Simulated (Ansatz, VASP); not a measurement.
AlRu in VASP and in Ansatz

INCAR

```
  PREC = Accurate
  ENCUT = 520
  EDIFF = 1E-6
  ISMEAR = 0
  SIGMA = 0.15
  LREAL = False
  LASPH = True
  NELM = 100
  ALGO = Fast
  ISIF = 2
  LWAVE = False
  LCHARG = False
  GGA = PS
  NBANDS = 25
```

Contents of KPOINTS:

```
Automatic mesh
0
Gamma
  18 18 18
```

POSCAR

```
AlRu
1.0
   -2.9764078218      0.0000000000     -2.9764078218
    0.0000000000     -2.9764078218     -2.9764078218
   -2.9764078218     -2.9764078218      0.0000000000
Al Ru
2 2
Direct
   -0.0209984665      0.0209984665      0.0209984665
    0.5209984665      0.4790015335      0.4790015335
    0.2500000000      0.2500000000      0.2500000000
    0.7500000000      0.7500000000      0.7500000000
```

Input for Ansatz:

```yaml
crystal:
  lattice:
    - [-2.9764078218, 0.0, -2.9764078218]
    - [0.0, -2.9764078218, -2.9764078218]
    - [-2.9764078218, -2.9764078218, 0.0]
  atoms:
    - { symbol: Al, position: [-0.0209984665, 0.0209984665, 0.0209984665] }
    - { symbol: Al, position: [0.5209984665, 0.4790015335, 0.4790015335] }
    - { symbol: Ru, position: [0.25, 0.25, 0.25] }
    - { symbol: Ru, position: [0.75, 0.75, 0.75] }
basis:
  ecutwfc: 420
kpoints:
  mp_grid: { grid: [18, 18, 18] }
hamiltonian:
  xc: pbesol
scf:
  occupations: { method: gaussian, width: 0.15 }
output:
  forces: true
  stress: true
  eigenvalues: true
```

Change from the starting cell: mode 10 (344.1 1/cm) frozen in, largest displacement +0.125 Å.

Alike in both runs: task single point; functional PBEsol; k mesh 18 × 18 × 18; occupations gaussian, width 0.15 eV; no spin polarisation.

|  | VASP | Ansatz |
| --- | --- | --- |
| version | VASP 6.6.1 | Ansatz 0.2.0 |
| potentials or method | VASP PAW PBE potentials, release 64 (Al, Ru_pv), cutoff 520 eV | scalar-relativistic, plane waves, PAW |
| valence electrons in the cell | 34 | 38 |

|  | VASP | Ansatz | Ansatz less VASP |
| --- | --- | --- | --- |
| gap on the k mesh at the Fermi level (eV) | none | none | - |
| pressure (GPa) | 1.6 | 1.5 | -0.11 |
| traceless stress, the component that is largest in VASP (GPa) | 0.33 | 0.33 | -0.002 |
| rms of the force components (eV/Å) | 0.629 | 0.627 | -0.0025 |

VASP's potentials were made for PBE, not for PBEsol. Atom by atom the forces differ by 0.002 eV/Å (rms over components). A gap of «none» marks a metal or a gap that the smearing closes. With one functional, cell and mesh, what is left measures potentials, basis and numerics. VASP's potentials hold 34 valence electrons a cell and Ansatz's 38, so a difference there can come from the potentials and not from the codes.
